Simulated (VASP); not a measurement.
# CuI (F-43m) in VASP: single point with HSE06

Aim: the single point of CuI with HSE06.

All numbers are computed with VASP 6.6.1; they aren't measurements. Logs are shortened: lines on timing, memory, paths and dates and some standing lists are left out, and cuts for length are marked.

## (1) The cell of the first run

Symmetry: F-43m, No. 216, cubic system. The conventional cell has a = 6.024 Å, b = 6.024 Å, c = 6.024 Å, α = 90.00°, β = 90.00°, γ = 90.00°. Cu (site symmetry -43m) has 4 I at 2.61 Å within 3.4 Å. Within 3.4 Å of I (site symmetry -43m) lie 4 Cu at 2.61 Å.

## (2) Single point, HSE06

Input file POSCAR:

```
CuI
1.0
    0.0000000000      3.0120290156      3.0120290156
    3.0120290156      0.0000000000      3.0120290156
    3.0120290156      3.0120290156      0.0000000000
Cu I
1 1
Direct
    0.0000000000      0.0000000000      0.0000000000
    0.2500000000      0.2500000000      0.2500000000
```

Input file INCAR.step1:

```
PREC = Accurate ; ENCUT = 520
EDIFF = 1E-5 ; ISMEAR = 1
SIGMA = 0.2 ; LREAL = False
LASPH = True ; NELM = 80
ALGO = Normal ; ISIF = 2
LWAVE = True ; LCHARG = False
GGA = PE ; NBANDS = 16
```

Input file INCAR.step2:

```
PREC = Accurate ; ENCUT = 520
EDIFF = 1E-6 ; ISMEAR = 1
SIGMA = 0.2 ; LREAL = False
LASPH = True ; NELM = 80
ALGO = Normal ; ISIF = 2
LWAVE = False ; LCHARG = False
GGA = PE ; LHFCALC = True
HFSCREEN = 0.2079 ; PRECFOCK = Normal
ISTART = 1 ; NBANDS = 16
```

Input file KPOINTS:

```
Automatic mesh
0
Gamma
  4 4 4
```

Potentials or basis: VASP PAW PBE potentials, release 64 (Cu, I).

On the command line:

```
cat potpaw_PBE.64/Cu/POTCAR potpaw_PBE.64/I/POTCAR > POTCAR
cp INCAR.step1 INCAR
mpirun -np 1 vasp_std > vasp.out
cp INCAR.step2 INCAR
mpirun -np 1 vasp_std > vasp.out
```

OUTCAR:

```text
PREC = Accurate
   ENCUT = 520
   EDIFF = 1E-6
   ISMEAR = 1
   LREAL = False
   LASPH = True
   NELM = 80
   ISIF = 2
   GGA = PE
   LHFCALC = True
   HFSCREEN = 0.2079
   PRECFOCK = Normal
   ISTART = 1

 ion  position               nearest neighbor table
   1  0.000  0.000  0.000-   2 2.61   2 2.61   2 2.61   2 2.61
   2  0.250  0.250  0.250-   1 2.61   1 2.61   1 2.61   1 2.61

  LATTYP: Found a face centered cubic cell.
 ALAT       =     6.0240580312

  Lattice vectors:

 A1 = (   0.0000000000,   3.0120290156,   3.0120290156)
 A2 = (   3.0120290156,   0.0000000000,   3.0120290156)
 A3 = (   3.0120290156,   3.0120290156,   0.0000000000)

Analysis of symmetry for initial positions (statically):
=====================================================================
 Subroutine PRICEL returns:
 Original cell was already a primitive cell.

 Routine SETGRP: Setting up the symmetry group for a
 face centered cubic supercell.

 Subroutine GETGRP returns: Found 24 space group operations
 (whereof 24 operations were pure point group operations)
 out of a pool of 48 trial point group operations.

The static configuration has the point symmetry T_d .

Analysis of symmetry for dynamics (positions and initial velocities):
=====================================================================
 Subroutine PRICEL returns:
 Original cell was already a primitive cell.

 Routine SETGRP: Setting up the symmetry group for a
 face centered cubic supercell.

 Subroutine GETGRP returns: Found 24 space group operations
 (whereof 24 operations were pure point group operations)
 out of a pool of 48 trial point group operations.

The dynamic configuration has the point symmetry T_d .

 Subroutine INISYM returns: Found 24 space group operations
 (whereof 24 operations are pure point group operations),
 and found     1 'primitive' translations

----------------------------------------------------------------------------------------

                                     Primitive cell

  volume of cell :      54.6522

  direct lattice vectors                    reciprocal lattice vectors
     0.000000000  3.012029016  3.012029016    -0.166001057  0.166001057  0.166001057
     3.012029016  0.000000000  3.012029016     0.166001057 -0.166001057  0.166001057
     3.012029016  3.012029016  0.000000000     0.166001057  0.166001057 -0.166001057

  length of vectors
     4.259652284  4.259652284  4.259652284     0.287522265  0.287522265  0.287522265

  position of ions in fractional coordinates (direct lattice)
     0.000000000  0.000000000  0.000000000
     0.250000000  0.250000000  0.250000000

  ion indices of the primitive-cell ions
   primitive index   ion index
                 1           1
                 2           2

----------------------------------------------------------------------------------------

 KPOINTS: Automatic mesh

Automatic generation of k-mesh.
 Grid dimensions read from file:
 generate k-points for:    4    4    4

 Generating k-lattice:

  Cartesian coordinates                     Fractional coordinates (reciprocal lattice)
    -0.041500264  0.041500264  0.041500264     0.250000000  0.000000000  0.000000000
     0.041500264 -0.041500264  0.041500264     0.000000000  0.250000000  0.000000000
     0.041500264  0.041500264 -0.041500264     0.000000000  0.000000000  0.250000000

  Length of vectors
     0.071880566  0.071880566  0.071880566

  Shift w.r.t. Gamma in fractional coordinates (k-lattice)
     0.000000000  0.000000000  0.000000000

 Subroutine IBZKPT returns following result:
 ===========================================

 Found      8 irreducible k-points:

 Following reciprocal coordinates:
            Coordinates               Weight
  0.000000  0.000000  0.000000      1.000000
  0.250000  0.000000  0.000000      8.000000
  0.500000  0.000000  0.000000      4.000000
  0.250000  0.250000  0.000000      6.000000
  0.500000  0.250000  0.000000     24.000000
 -0.250000  0.250000  0.000000     12.000000
  0.500000  0.500000  0.000000      3.000000
 -0.250000  0.500000  0.250000      6.000000
   k-points           NKPTS =      8   k-points in BZ     NKDIM =     64   number of bands    NBANDS=     16
   number of dos      NEDOS =    301   number of ions     NIONS =      2
   total plane-waves  NPLWV =  32768
   dimension x,y,z NGX =    32 NGY =   32 NGZ =   32
   dimension x,y,z NGXF=    64 NGYF=   64 NGZF=   64
   ions per type =               1   1
   NGX,Y,Z   is equivalent  to a cutoff of  12.49, 12.49, 12.49 a.u.
   NGXF,Y,Z  is equivalent  to a cutoff of  24.98, 24.98, 24.98 a.u.
 SYSTEM =  unknown system
   PREC   = accura    normal or accurate (medium, high low for compatibility)
   ISTART =      1    job   : 0-new  1-cont  2-samecut
   ICHARG =      0    charge: 1-file 2-atom 10-const
   ISPIN  =      1    spin polarized calculation?
   LNONCOLLINEAR =      F non collinear calculations
   LSORBIT =      F    spin-orbit coupling
   LASPH  =      T    aspherical Exc in radial PAW
   ENCUT  =  520.0 eV  38.22 Ry    6.18 a.u.   7.92  7.92  7.92*2*pi/ulx,y,z
   NELM   =     80;   NELMIN=  2; NELMDL=  0     # of ELM steps
   EDIFF  = 0.1E-05   stopping-criterion for ELM
   LREAL  =      F    real-space projection
   EDIFFG = 0.1E-04   stopping-criterion for IOM
   NSW    =      0    number of steps for IOM
   IBRION =     -1    ionic relax: 0-MD 1-quasi-New 2-CG
   NFREE  =      0    steps in history (QN), initial steepest desc. (CG)
   ISIF   =      2    stress and relaxation
   ISYM   =      3    0-nonsym 1-usesym 2-fastsym
   POTIM  = 0.5000    time-step for ionic-motion
   TEBEG  =    0.0;   TEEND  =   0.0 temperature during run
   PSTRESS=    0.0 pullay stress
   NELECT =      18.0000    total number of electrons
   NUPDOWN=      -1.0000    fix difference up-down
   EMIN   =  10.00;   EMAX   =-10.00  energy-range for DOS
   EFERMI =   0.00;   METHOD = LEGACY
   ISMEAR =     1;   SIGMA  =   0.20  broadening in eV -4-tet -1-fermi 0-gaus
   EFERMI_NEDOS =   21; number of points for ismear=-14 and -15
   IALGO  =     38    algorithm
   IMIX   =      1    mixing-type and parameters
     AMIX     =   0.40;   BMIX     =  1.00
     AMIX_MAG =   1.60;   BMIX_MAG =  1.00
  volume/ion in A,a.u.               =      27.33       184.41
  Fermi-wavevector in a.u.,A,eV,Ry     =   1.130568  2.136463 17.390735  1.278183
  Thomas-Fermi vector in A             =   2.267264
   LORBIT       =      0    0 simple, 1 ext, 2 COOP (PROOUT), +10 PAW based schemes
   GGA     = PE    functional components
   LHFCALC =     T    Hartree Fock is set to
   PRECFOCK=normal    Normal, Fast or Accurate (Low or Medium for compatibility)
   ENCUT4O =  -1.0   cutoff for four orbital integrals eV
   NKREDX  =     1    reduce k-point grid by
   NKREDY  =     1    reduce k-point grid by
   NKREDZ  =     1    reduce k-point grid by
   AEXX    =    0.2500 exact exchange contribution
   HFSCREEN=    0.2079 screening length (either q_TF or 0.3 A-1)
   HFSCREENC=   0.2079 screening length for correlation (either q_TF or 0.3 A-1)
   ENCUTFOCK=  -1.0 apply spherical cutoff to Coloumb kernel
   IVDW    =     0    specifies the selected vdW correction
   LEPSILON=     F    determine dielectric tensor
   LRPA    =     F    only Hartree local field effects (RPA)
 non-spin polarized calculation
 Methfessel and Paxton  Order N= 1 SIGMA  =   0.20
  energy-cutoff  :      520.00
  volume of cell :       54.65
 maximum number of plane-waves:      1480
  NGX = 24; NGY = 24; NGZ = 24

 number of electron      18.0000017 magnetization

 Free energy of the ion-electron system (eV)
  ---------------------------------------------------
  ext. energy  EPLUGINS =         0.00000000
  ---------------------------------------------------
  free energy    TOTEN  =        -6.42753804 eV

  energy without entropy =       -6.42809472  energy(sigma->0) =       -6.42772360

 E-fermi :   3.8677     XC(G=0):  -7.4823

 val. band max:        3.6996164922   @ k =   0.0000   0.0000   0.0000
 cond. band min:       6.3319903409   @ k =   0.0000   0.0000   0.0000
 fundamental gap:      2.6323738487
 Fermi energy:         3.8677269840

 k-point     1 :       0.0000    0.0000    0.0000
  band No.  band energies     occupation
      1     -11.1544      2.00000
      2      -0.3923      2.00000
      3      -0.3923      2.00000
      4      -0.3923      2.00000
      5       1.1292      2.00000
      6       1.1292      2.00000
      7       3.6996      1.99943
      8       3.6996      1.99942
      9       3.6996      1.99941
     10       6.3320     -0.00000
     11       9.9695      0.00000
     12       9.9695      0.00000
     13       9.9695      0.00000
     14      13.6009      0.00000
     15      14.8274      0.00000
     16      14.8274      0.00000

 k-point     2 :       0.2500    0.0000    0.0000
  band No.  band energies     occupation
      1     -10.8545      2.00000
      2      -1.1019      2.00000
      3      -0.3315      2.00000
      4      -0.3315      2.00000
      5       1.1195      2.00000
      6       1.1195      2.00000
      7       1.9857      2.00000
      8       3.2487      2.00011
      9       3.2487      2.00011
     10       7.4635     -0.00000
     11      10.5581      0.00000
     12      10.5581      0.00000
     13      10.6419      0.00000
     14      13.8940      0.00000
     15      13.8940      0.00000
     16      14.1454      0.00000

 k-point     3 :       0.5000    0.0000    0.0000
  band No.  band energies     occupation
      1     -10.5100      2.00000
      2      -1.9662      2.00000
      3      -0.2814      2.00000
      4      -0.2814      2.00000
      5       1.1535      2.00000
      6       1.1535      2.00000
      7       1.2083      2.00000
      8       2.8349      2.00000
      9       2.8349      2.00000
     10       7.2982     -0.00000
     11      10.4826      0.00000
     12      10.4826      0.00000
     13      12.5421      0.00000
     14      14.5623      0.00000
     15      16.2732      0.00000
     16      16.2732      0.00000

 k-point     4 :       0.2500    0.2500    0.0000
  band No.  band energies     occupation
      1     -10.7538      2.00000
      2      -1.1838      2.00000
      3      -0.3176      2.00000
      4      -0.3176      2.00000
      5       1.0395      2.00000
      6       1.1704      2.00000
      7       2.2584      2.00000
      8       2.5909      2.00000
      9       2.5909      2.00000
     10       8.3169      0.00000
     11       8.4766      0.00000
     12      12.0312      0.00000
     13      12.0312      0.00000
     14      12.0468      0.00000
     15      15.4713      0.00000
     16      17.2233      0.00000

 k-point     5 :       0.5000    0.2500    0.0000
  band No.  band energies     occupation
      1     -10.4064      2.00000
      2      -1.6612      2.00000
      3      -0.5847      2.00000
      4      -0.2364      2.00000
      5       1.0747      2.00000
      6       1.1668      2.00000
      7       1.2843      2.00000
      8       1.9996      2.00000
      9       2.2351      2.00000
     10       8.2267      0.00000
     11       9.8044      0.00000
     12      11.5003      0.00000
     13      12.2639      0.00000
     14      14.9971      0.00000
     15      16.4190      0.00000
     16      17.2418      0.00000

 k-point     6 :      -0.2500    0.2500    0.0000
  band No.  band energies     occupation
      1     -10.5228      2.00000
      2      -1.4173      2.00000
      3      -0.7061      2.00000
      4      -0.2511      2.00000
      5       1.0855      2.00000
      6       1.1327      2.00000
      7       1.5364      2.00000
      8       1.8666      2.00000
      9       2.8473      2.00000
     10       8.6935      0.00000
     11      10.3481      0.00000
     12      10.9040      0.00000
     13      11.3779      0.00000
     14      13.3769      0.00000
     15      15.6918      0.00000
     16      17.4699      0.00000

 k-point     7 :       0.5000    0.5000    0.0000
  band No.  band energies     occupation
      1     -10.2914      2.00000
      2      -1.9948      2.00000
      3      -0.1743      2.00000
      4      -0.1743      2.00000
      5       1.1273      2.00000
      6       1.2120      2.00000
      7       1.3323      2.00000
      8       1.6870      2.00000
      9       1.6870      2.00000
     10       7.5349     -0.00000
     11       7.9383      0.00000
     12      14.7043      0.00000
     13      15.3599      0.00000
     14      15.3599      0.00000
     15      16.6099      0.00000
     16      17.4235      0.00000

 k-point     8 :      -0.2500    0.5000    0.2500
  band No.  band energies     occupation
      1     -10.2873      2.00000
      2      -1.3956      2.00000
      3      -1.0240      2.00000
      4      -0.2008      2.00000
      5       1.0551      2.00000
      6       1.2197      2.00000
      7       1.2447      2.00000
      8       1.3829      2.00000
      9       1.9490      2.00000
     10       9.5797      0.00000
     11       9.8981      0.00000
     12      11.2290      0.00000
     13      11.3857      0.00000
     14      15.9277      0.00000
     15      17.0564      0.00000
     16      17.4155      0.00000

------------------------ aborting loop because EDIFF is reached ----------------------------------------

  FORCE on cell =-STRESS in cart. coord.  units (eV):
  Direction    XX          YY          ZZ          XY          YZ          ZX
  --------------------------------------------------------------------------------------
  -------------------------------------------------------------------------------------
  Total        0.4707082      0.4707082      0.4707082      0.0000000      0.0000000      0.0000000
  in kB       13.7992315     13.7992315     13.7992315      0.0000000      0.0000000      0.0000000
  external PRESSURE =      13.7992315 kB  Pullay stress =       0.0000000 kB

 VOLUME and BASIS-vectors are now :
 -----------------------------------------------------------------------------
  energy-cutoff  :      520.00
  volume of cell :       54.65
      direct lattice vectors                 reciprocal lattice vectors
     0.000000000  3.012029016  3.012029016    -0.166001057  0.166001057  0.166001057
     3.012029016  0.000000000  3.012029016     0.166001057 -0.166001057  0.166001057
     3.012029016  3.012029016  0.000000000     0.166001057  0.166001057 -0.166001057

 POSITION                                       TOTAL-FORCE (eV/Angst)
 -----------------------------------------------------------------------------------
      0.00000      0.00000      0.00000        -0.000000      0.000000     -0.000000
      1.50601      1.50601      1.50601         0.000000     -0.000000      0.000000
 -----------------------------------------------------------------------------------
    total drift:                                0.000449      0.000335      0.000299

  FREE ENERGIE OF THE ION-ELECTRON SYSTEM (eV)
  ---------------------------------------------------
  free  energy   TOTEN  =        -6.4275380397 eV

  energy  without entropy=       -6.4280947249  energy(sigma->0) =       -6.42772360
```

Run time: 3.9 min. Hardware: 1 thread of Intel Xeon Platinum 8488C (Sapphire Rapids), shared host; peak memory 0.28 GiB.

What came out:

```yaml
Free_energy: -6.4275 eV
Pressure: 1.4 GPa
Band_gap_on_the_k_mesh: 2.63 eV, direct
```

Caveat: the k points lie up to 0.45 Å⁻¹ apart; the PAW data sets were made with another functional, which shifts forces and pressure a little; spin-orbit coupling is left out, which moves the levels of the heavy elements.
